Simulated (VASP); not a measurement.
# Al12H in VASP: notebook

Al12H is run at these levels: PBE; tasks: single point.

All numbers are computed with VASP 6.6.1; they aren't measurements. Logs are shortened: lines on timing, memory, paths and dates and some standing lists are left out, and cuts for length are marked.

**1. The cell of the first run**

The cell holds a slab with vacuum, 13 atoms: a = 5.714 Å, b = 5.714 Å, c = 21.602 Å, α = 90.00°, β = 90.00°, γ = 120.00°.

**2. Single point, PBE, collinear spin**

INCAR

```
PREC     = Accurate       # precision mode
ENCUT    = 520            # plane-wave cutoff, eV
EDIFF    = 1E-6           # SCF threshold, eV
ISMEAR   = 0              # smearing method
SIGMA    = 0.1            # smearing width, eV
LREAL    = False          # projectors in reciprocal space
LASPH    = True           # aspherical terms in the spheres
NELM     = 150            # most SCF steps
ALGO     = Normal         # electronic algorithm
ISIF     = 2              # what is computed and relaxed
LWAVE    = False          # write WAVECAR
LCHARG   = False          # write CHGCAR
ISPIN    = 2              # spin polarisation
MAGMOM   = 0 0 0 0 0 0 0 0 0 0 0 0 1 # initial moments
LORBIT   = 11             # projections on sites
LDIPOL   = True         
IDIPOL   = 3            
DIPOL    = 0.5 0.5 0.307
GGA      = PE             # functional
NBANDS   = 34             # bands
```

KPOINTS

```
regular mesh
0
Gamma
  6 6 1
```

POSCAR

```
Al12H
1.0
    5.7143028096      0.0000000000      0.0000000000
   -2.8571514048      4.9487313980      0.0000000000
    0.0000000000      0.0000000000     21.6016424764
Al H
12 1
Direct
    0.3333333333      0.1666666667      0.1851711047
    0.3333333333      0.6666666667      0.1851711047
    0.8333333333      0.1666666667      0.1851711047
    0.8333333333      0.6666666667      0.1851711047
    0.1666666667      0.3333333333      0.2916873740
    0.1666666667      0.8333333333      0.2916873740
    0.6666666667      0.3333333333      0.2916873740
    0.6666666667      0.8333333333      0.2916873740
    0.0000000000      0.0000000000      0.3981939098
    0.0000000000      0.5000000000      0.3981939098
    0.5000000000      0.0000000000      0.3981939098
    0.5000000000      0.5000000000      0.3981939098
    0.3333333333     -0.3333333333      0.4940199565
```

Potentials or basis: VASP PAW PBE potentials, release 64 (Al, H).

Started as:

```
> cat potpaw_PBE.64/Al/POTCAR potpaw_PBE.64/H/POTCAR > POTCAR
> mpirun -np 1 vasp_std > vasp.out
```

OUTCAR:

```text
PREC = Accurate
   ENCUT = 520
   EDIFF = 1E-6
   ISMEAR = 0
   LREAL = False
   LASPH = True
   NELM = 150
   ISIF = 2
   ISPIN = 2
   LORBIT = 11
   GGA = PE

 ion  position               nearest neighbor table
   1  0.333  0.167  0.185-   5 2.83   6 2.83   7 2.83   4 2.86   2 2.86   2 2.86   4 2.86   3 2.86
                             3 2.86
   2  0.333  0.667  0.185-   6 2.83   5 2.83   8 2.83   3 2.86   1 2.86   1 2.86   3 2.86   4 2.86
                             4 2.86
   3  0.833  0.167  0.185-   7 2.83   8 2.83   5 2.83   4 2.86   2 2.86   4 2.86   2 2.86   1 2.86
                             1 2.86
   4  0.833  0.667  0.185-   8 2.83   7 2.83   6 2.83   3 2.86   1 2.86   3 2.86   1 2.86   2 2.86
                             2 2.86
   5  0.167  0.333  0.292-   9 2.83  12 2.83  10 2.83   1 2.83   2 2.83   3 2.83   8 2.86   6 2.86
                             6 2.86   8 2.86   7 2.86   7 2.86
   6  0.167  0.833  0.292-  10 2.83  11 2.83   9 2.83   2 2.83   1 2.83   4 2.83   7 2.86   5 2.86
                             5 2.86   7 2.86   8 2.86   8 2.86
   7  0.667  0.333  0.292-  11 2.83  10 2.83  12 2.83   3 2.83   4 2.83   1 2.83   8 2.86   6 2.86
                             8 2.86   6 2.86   5 2.86   5 2.86
   8  0.667  0.833  0.292-  12 2.83   9 2.83  11 2.83   4 2.83   3 2.83   2 2.83   7 2.86   5 2.86
                             7 2.86   5 2.86   6 2.86   6 2.86
   9  0.000  0.000  0.398-   5 2.83   8 2.83   6 2.83  10 2.86  12 2.86  10 2.86  12 2.86  11 2.86
                            11 2.86
  10  0.000  0.500  0.398-   6 2.83   7 2.83   5 2.83   9 2.86  11 2.86   9 2.86  11 2.86  12 2.86
                            12 2.86
  11  0.500  0.000  0.398-   7 2.83   6 2.83   8 2.83  10 2.86  12 2.86  12 2.86  10 2.86   9 2.86
                             9 2.86
  12  0.500  0.500  0.398-   8 2.83   5 2.83   7 2.83   9 2.86  11 2.86  11 2.86   9 2.86  10 2.86
                            10 2.86
  13  0.333  0.667  0.494-

  LATTYP: Found a hexagonal cell.
 ALAT       =     5.7143028096
 C/A-ratio  =     3.7802761240

  Lattice vectors:

 A1 = (   5.7143028096,   0.0000000000,   0.0000000000)
 A2 = (  -2.8571514048,   4.9487313980,   0.0000000000)
 A3 = (   0.0000000000,   0.0000000000,  21.6016424764)

Analysis of symmetry for initial positions (statically):
=====================================================================
 Subroutine PRICEL returns:
 Original cell was already a primitive cell.

 Routine SETGRP: Setting up the symmetry group for a
 hexagonal supercell.

 Subroutine GETGRP returns: Found  6 space group operations
 (whereof  6 operations were pure point group operations)
 out of a pool of 24 trial point group operations.

The static configuration has the point symmetry C_3v.

Analysis of symmetry for dynamics (positions and initial velocities):
=====================================================================
 Subroutine PRICEL returns:
 Original cell was already a primitive cell.

 Routine SETGRP: Setting up the symmetry group for a
 hexagonal supercell.

 Subroutine GETGRP returns: Found  6 space group operations
 (whereof  6 operations were pure point group operations)
 out of a pool of 24 trial point group operations.

The dynamic configuration has the point symmetry C_3v.

Analysis of structural, dynamic, and magnetic symmetry:
=====================================================================
 Subroutine PRICEL returns:
 Original cell was already a primitive cell.

 Routine SETGRP: Setting up the symmetry group for a
 hexagonal supercell.

 Subroutine GETGRP returns: Found  6 space group operations
 (whereof  6 operations were pure point group operations)
 out of a pool of 24 trial point group operations.

The overall configuration has the point symmetry C_3v.

 Subroutine INISYM returns: Found  6 space group operations
 (whereof  6 operations are pure point group operations),
 and found     1 'primitive' translations

----------------------------------------------------------------------------------------

                                     Primitive cell

  volume of cell :     610.8631

  direct lattice vectors                    reciprocal lattice vectors
     5.714302810  0.000000000  0.000000000     0.174999476  0.101035995  0.000000000
    -2.857151405  4.948731398  0.000000000     0.000000000  0.202071990  0.000000000
     0.000000000  0.000000000 21.601642476     0.000000000  0.000000000  0.046292776

  length of vectors
     5.714302810  5.714302810 21.601642476     0.202071990  0.202071990  0.046292776

  position of ions in fractional coordinates (direct lattice)
     0.333333333  0.166666667  0.185171105
     0.333333333  0.666666667  0.185171105
[... 74 lines left out ...]
   ICHARG =      2    charge: 1-file 2-atom 10-const
   ISPIN  =      2    spin polarized calculation?
   LNONCOLLINEAR =      F non collinear calculations
   LSORBIT =      F    spin-orbit coupling
   LASPH  =      T    aspherical Exc in radial PAW
   ENCUT  =  520.0 eV  38.22 Ry    6.18 a.u.  10.62 10.62 40.16*2*pi/ulx,y,z
   NELM   =    150;   NELMIN=  2; NELMDL= -5     # of ELM steps
   EDIFF  = 0.1E-05   stopping-criterion for ELM
   LREAL  =      F    real-space projection
   EDIFFG = 0.1E-04   stopping-criterion for IOM
   NSW    =      0    number of steps for IOM
   IBRION =     -1    ionic relax: 0-MD 1-quasi-New 2-CG
   NFREE  =      0    steps in history (QN), initial steepest desc. (CG)
   ISIF   =      2    stress and relaxation
   ISYM   =      2    0-nonsym 1-usesym 2-fastsym
   POTIM  = 0.5000    time-step for ionic-motion
   TEBEG  =    0.0;   TEEND  =   0.0 temperature during run
   PSTRESS=    0.0 pullay stress
   NELECT =      37.0000    total number of electrons
   NUPDOWN=      -1.0000    fix difference up-down
   EMIN   =  10.00;   EMAX   =-10.00  energy-range for DOS
   EFERMI =   0.00;   METHOD = LEGACY
   ISMEAR =     0;   SIGMA  =   0.10  broadening in eV -4-tet -1-fermi 0-gaus
   EFERMI_NEDOS =   21; number of points for ismear=-14 and -15
   IALGO  =     38    algorithm
   IMIX   =      4    mixing-type and parameters
     AMIX     =   0.40;   BMIX     =  1.00
     AMIX_MAG =   1.60;   BMIX_MAG =  1.00
  volume/ion in A,a.u.               =      46.99       317.10
  Fermi-wavevector in a.u.,A,eV,Ry     =   0.642926  1.214953  5.624015  0.413353
  Thomas-Fermi vector in A             =   1.709757
   LORBIT       =     11    0 simple, 1 ext, 2 COOP (PROOUT), +10 PAW based schemes
   GGA     = PE    functional components
   LHFCALC =     F    Hartree Fock is set to
   AEXX    =    0.0000 exact exchange contribution
   IVDW    =     0    specifies the selected vdW correction
   LEPSILON=     F    determine dielectric tensor
   LRPA    =     F    only Hartree local field effects (RPA)
 spin polarized calculation
 Gauss-broadening in eV      SIGMA  =   0.10
  energy-cutoff  :      520.00
  volume of cell :      610.86
 maximum number of plane-waves:     16489
   NGX = 21   NGY = 21   NGZ = 81

 dipolmoment           0.000000      0.000000     -0.071091 electrons x Angstroem

 number of electron      37.0000000 magnetization       0.0000955

 dipolmoment           0.000000      0.000000      0.155941 electrons x Angstroem

 Free energy of the ion-electron system (eV)
  ---------------------------------------------------
  ext. energy  EPLUGINS =         0.00000000
  ---------------------------------------------------
  free energy    TOTEN  =       -44.10790536 eV

  energy without entropy =      -44.08313773  energy(sigma->0) =      -44.09552155

 E-fermi :  -0.3343     XC(G=0):  -4.2428

 val. band max:       -0.3808109586   @ k =   0.0000   0.0000   0.0000
 cond. band min:      -0.3018644971   @ k =   0.5000   0.0000   0.0000
 fundamental gap:      0.0789464614
 Fermi energy:        -0.3342876729

 spin component 1

 k-point     1 :       0.0000    0.0000    0.0000
  band No.  band energies     occupation
      1     -10.9579      1.00000
      2      -9.2460      1.00000
      3      -6.5756      1.00000
      4      -5.1098      1.00000
      5      -5.0785      1.00000
      6      -5.0785      1.00000
[... 220 lines left out ...]
     29       2.9820      0.00000
     30       2.9907      0.00000
 Fermi energy:        -0.3342876729

 spin component 2

 k-point     1 :       0.0000    0.0000    0.0000
  band No.  band energies     occupation
      1     -10.9579      1.00000
      2      -9.2460      1.00000
      3      -6.5756      1.00000
      4      -5.1098      1.00000
      5      -5.0784      1.00000
      6      -5.0784      1.00000
[... 220 lines left out ...]
     29       2.9821      0.00000
     30       2.9907      0.00000
 [bands above 30 left out]

------------------------ aborting loop because EDIFF is reached ----------------------------------------

 vacuum level on the upper side and lower side of the slab       (xc-potential included)         0.488        -0.485

  FORCE on cell =-STRESS in cart. coord.  units (eV):
  Direction    XX          YY          ZZ          XY          YZ          ZX
  --------------------------------------------------------------------------------------
  -------------------------------------------------------------------------------------
  Total       -4.0651765     -4.0651765     -1.3432915      0.0000000      0.0000000      0.0000000
  in kB      -10.6621819    -10.6621819     -3.5231971      0.0000000      0.0000000      0.0000000
  external PRESSURE =      -8.2825203 kB  Pullay stress =       0.0000000 kB

 VOLUME and BASIS-vectors are now :
 -----------------------------------------------------------------------------
  energy-cutoff  :      520.00
  volume of cell :      610.86
      direct lattice vectors                 reciprocal lattice vectors
     5.714302810  0.000000000  0.000000000     0.174999476  0.101035995  0.000000000
    -2.857151405  4.948731398  0.000000000     0.000000000  0.202071990  0.000000000
     0.000000000  0.000000000 21.601642476     0.000000000  0.000000000  0.046292776

 POSITION                                       TOTAL-FORCE (eV/Angst)
 -----------------------------------------------------------------------------------
      1.42858      0.82479      4.00000        -0.069370     -0.040051     -0.136389
     -0.00000      3.29915      4.00000        -0.000000     -0.000000      0.042004
      4.28573      0.82479      4.00000         0.069370     -0.040051     -0.136389
      2.85715      3.29915      4.00000         0.000000      0.080101     -0.136389
      0.00000      1.64958      6.30093        -0.000000     -0.006659      0.067665
     -1.42858      4.12394      6.30093        -0.005767      0.003330      0.067665
      2.85715      1.64958      6.30093        -0.000000     -0.000000     -0.123373
      1.42858      4.12394      6.30093         0.005767      0.003330      0.067665
      0.00000      0.00000      8.60164        -0.000000     -0.000000      0.042544
     -1.42858      2.47437      8.60164         0.012802      0.007391      0.538100
      2.85715      0.00000      8.60164         0.000000     -0.014782      0.538100
      1.42858      2.47437      8.60164        -0.012802      0.007391      0.538100
     -0.00000      3.29915     10.67164        -0.000000     -0.000000     -1.369301
 -----------------------------------------------------------------------------------
    total drift:                               -0.000000     -0.000000     -0.000080

  FREE ENERGIE OF THE ION-ELECTRON SYSTEM (eV)
  ---------------------------------------------------
  free  energy   TOTEN  =       -44.1079053566 eV

  energy  without entropy=      -44.0831377339  energy(sigma->0) =      -44.09552155

 vacuum level on the upper side and lower side of the slab         4.637         3.639

 total charge

# of ion       s       p       d       tot
------------------------------------------
    1        0.452   0.313   0.000   0.765
    2        0.452   0.305   0.000   0.758
    3        0.452   0.313   0.000   0.765
    4        0.452   0.313   0.000   0.765
    5        0.434   0.341   0.000   0.775
    6        0.434   0.341   0.000   0.775
    7        0.434   0.349   0.000   0.783
    8        0.434   0.341   0.000   0.775
    9        0.450   0.315   0.000   0.765
   10        0.447   0.301   0.000   0.748
   11        0.447   0.301   0.000   0.748
   12        0.447   0.301   0.000   0.748
   13        0.412   0.002   0.000   0.414
--------------------------------------------------
tot          5.748   3.835   0.000   9.583

 magnetization (x)

# of ion       s       p       d       tot
------------------------------------------
    1       -0.000   0.000   0.000  -0.000
    2       -0.000   0.000   0.000  -0.000
    3       -0.000   0.000   0.000  -0.000
    4       -0.000   0.000   0.000  -0.000
    5       -0.000   0.000   0.000  -0.000
    6       -0.000   0.000   0.000  -0.000
    7        0.000   0.000   0.000   0.000
    8       -0.000   0.000   0.000  -0.000
    9        0.000  -0.000   0.000   0.000
   10        0.000   0.000   0.000   0.000
   11        0.000   0.000   0.000   0.000
   12        0.000   0.000   0.000   0.000
   13        0.000  -0.000   0.000   0.000
--------------------------------------------------
tot          0.000   0.000   0.000   0.000
```

Run time: 9.7 min. Hardware: 1 thread of Intel Xeon 6975P-C (Granite Rapids), shared host; peak memory 0.88 GiB.

What came out:

```
Free energy                                           : -44.1079 eV
Largest force                                         : 1.369 eV/Å
Net moment                                            : 0.00 μB per cell
Valence electrons inside the program's atomic spheres : Al 0.77, 0.76, 0.78, 0.75 (each value once); H 0.41
```

Forces in eV/Å, atoms in the order of the input:
```
Al  -0.069 -0.040 -0.136
Al   0.000  0.000  0.042
Al   0.069 -0.040 -0.136
Al   0.000  0.080 -0.136
Al   0.000 -0.007  0.068
Al  -0.006  0.003  0.068
Al   0.000  0.000 -0.123
Al   0.006  0.003  0.068
Al   0.000  0.000  0.043
Al   0.013  0.007  0.538
Al   0.000 -0.015  0.538
Al  -0.013  0.007  0.538
H    0.000  0.000 -1.369
```

Levels at points of the mesh, in eV from the Fermi level:
Spin up:
| k point | band 16 | band 17 | band 18 | band 19 | band 20 | band 21 |
| --- | --- | --- | --- | --- | --- | --- |
| (0.00, 0.00, 0.00) | -2.76 | -1.25 | -0.40 | -0.40 | -0.19 | -0.18 |
| (0.50, 0.00, 0.00) | -0.54 | -0.40 | -0.26 | 0.03 | 0.91 | 0.96 |
Spin down:
| k point | band 14 | band 15 | band 16 | band 17 | band 18 | band 19 | band 20 | band 21 | band 22 | band 23 |
| --- | --- | --- | --- | --- | --- | --- | --- | --- | --- | --- |
| (0.00, 0.00, 0.00) | -2.83 | -2.76 | -2.76 | -1.24 | -0.40 | -0.40 | -0.19 | -0.18 | -0.18 | -0.05 |
| (0.50, 0.00, 0.00) | -1.62 | -0.61 | -0.54 | -0.40 | -0.26 | 0.03 | 0.91 | 0.96 | 1.30 | 1.42 |

**3. Single point, PBE, collinear spin**

INCAR

```
SYSTEM = Al12H
PREC = Accurate ; ENCUT = 520
EDIFF = 1E-6 ; ISMEAR = 0
SIGMA = 0.1 ; LREAL = .False.
LASPH = .True. ; NELM = 150
ALGO = Normal ; ISIF = 2
LWAVE = .False. ; LCHARG = .True.
ISPIN = 2 ; MAGMOM = 0 0 0 0 0 0 0 0 0 0 0 0 1
LORBIT = 11 ; LDIPOL = .True.
IDIPOL = 3 ; DIPOL = 0.5 0.5 0.309
GGA = PE ; LELF = .True.
LVHAR = .True. ; LVACPOTAV = .True.
NBANDS = 34
```

KPOINTS

```
regular mesh
0
Gamma
  6 6 1
  0 0 0
```

POSCAR: that of step 2 with these lines changed.

```diff
@@ -20,2 +20,2 @@
     0.5000000000      0.5000000000      0.3981939098
-    0.3333333333     -0.3333333333      0.4940199565
+    0.1666666667     -0.1666666667      0.5171663446
```

Potentials or basis: VASP PAW PBE potentials, release 64 (Al, H).

Started as:

```
> cat potpaw_PBE.64/Al/POTCAR potpaw_PBE.64/H/POTCAR > POTCAR
> mpirun -np 1 vasp_std > vasp.out
```

It took 8.5 min on 1 thread of Intel Xeon 6975P-C (Granite Rapids), shared host; peak memory 0.9 GiB.

It converged, with:

| Item | Value |
| --- | --- |
| Free energy | -43.5089 eV |
| Largest force | 0.764 eV/Å |
| Net moment | 0.47 μB per cell |
| Site moments | Al -0.00, +0.00 (each value once); H +0.23 μB |
| Valence electrons inside the program's atomic spheres | Al 0.76, 0.78, 0.77, 0.75 (each value once); H 0.40 |

Forces on the atoms (eV/Å):
```
Al   0.000  0.076 -0.033
Al   0.066 -0.038 -0.033
Al   0.000  0.000 -0.068
Al  -0.066 -0.038 -0.033
Al  -0.033 -0.019 -0.053
Al   0.000  0.000  0.096
Al   0.033 -0.019 -0.053
Al   0.000  0.039 -0.053
Al   0.104 -0.060  0.335
Al   0.000  0.120  0.335
Al  -0.104 -0.060  0.335
Al   0.000  0.000 -0.012
H    0.000  0.000 -0.764
```

Levels at points of the mesh, in eV from the Fermi level:
Spin up:
| k point | band 17 | band 18 | band 19 | band 20 | band 21 | band 22 |
| --- | --- | --- | --- | --- | --- | --- |
| (0.00, 0.00, 0.00) | -1.58 | -0.34 | -0.34 | -0.34 | -0.11 | -0.11 |
| (0.50, 0.00, 0.00) | -0.48 | -0.20 | -0.20 | 0.96 | 0.97 | 1.38 |
Spin down:
| k point | band 16 | band 17 | band 18 | band 19 | band 20 | band 21 |
| --- | --- | --- | --- | --- | --- | --- |
| (0.00, 0.00, 0.00) | -2.72 | -0.48 | -0.36 | -0.36 | -0.35 | -0.12 |
| (0.50, 0.00, 0.00) | -0.49 | -0.21 | -0.21 | 0.40 | 0.96 | 0.96 |

**4. Single point, PBE, collinear spin**

INCAR

```
PREC = Accurate
ENCUT = 520
EDIFF = 1E-7
ISMEAR = 0
SIGMA = 0.1
LREAL = F
LASPH = T
NELM = 150
ALGO = Normal
ISIF = 2
LWAVE = F
LCHARG = F
ISPIN = 2
MAGMOM = 0 0 0 0 0 0 0 0 0 0 0 0 1
LORBIT = 11
LDIPOL = T
IDIPOL = 3
DIPOL = 0.5 0.5 0.301
GGA = PE
NBANDS = 34
```

KPOINTS

```
regular mesh
0
Gamma
  6 6 1
```

POSCAR: that of step 3 with these lines changed.

```diff
@@ -20,2 +20,2 @@
     0.5000000000      0.5000000000      0.3981939098
-    0.1666666667     -0.1666666667      0.5171663446
+    0.3333333333     -0.3333333333      0.4069895373
```

Started as:

```
> cat potpaw_PBE.64/Al/POTCAR potpaw_PBE.64/H/POTCAR > POTCAR
> mpirun -np 1 vasp_std > vasp.out
```

Run time: 9.6 min. Hardware: 1 thread of Intel Xeon 6975P-C (Granite Rapids), shared host; peak memory 0.89 GiB.

Results (log left out):

```yaml
Free_energy: -44.7241 eV
Largest_force: 1.530 eV/Å
Net_moment: 0.00 μB per cell
Valence_electrons_inside_the_program's_atomic_spheres: Al 0.76, 0.78 (each value once); H 0.65
```

Forces on the atoms (eV/Å):
```
Al  -0.040 -0.023 -0.072
Al   0.000  0.000  0.031
Al   0.040 -0.023 -0.072
Al   0.000  0.046 -0.072
Al   0.000 -0.019 -0.008
Al  -0.016  0.009 -0.008
Al   0.000  0.000  0.036
Al   0.016  0.009 -0.008
Al   0.000  0.000  0.103
Al  -1.301 -0.751 -0.286
Al   0.000  1.503 -0.286
Al   1.301 -0.751 -0.286
H    0.000  0.000  0.929
```

Levels at points of the mesh, in eV from the Fermi level:
Spin up:
```
           k point  band 15  band 16  band 17  band 18  band 19  band 20  band 21  band 22
(0.00, 0.00, 0.00)    -2.85    -2.85    -1.21    -0.56    -0.56    -0.32    -0.32    -0.25
(0.50, 0.00, 0.00)    -1.07    -0.61    -0.52    -0.33     0.43     0.81     1.10     1.11
```
Spin down:
```tsv
k point	band 16	band 17	band 18	band 19	band 20	band 21
(0.00, 0.00, 0.00)	-2.85	-1.21	-0.56	-0.56	-0.32	-0.32
(0.50, 0.00, 0.00)	-0.61	-0.52	-0.33	0.43	0.81	1.10
```

**5. Overview**

```csv
cell,gap on the mesh (eV),moment (μB),largest force (eV/Å)
"as given, atomic positions A",none,0.00,1.37
"as given, atomic positions B",none,0.47,0.76
"as given, atomic positions C",none,0.00,1.53
```

Alike in all rows: task single point; level PBE; potentials or basis VASP PAW PBE potentials, release 64 (Al, H); spin collinear; k mesh 6 × 6 × 1; cutoff (eV) 520; smearing gaussian 0.1 eV.

Absolute energies hang on the potentials; compare differences alone.
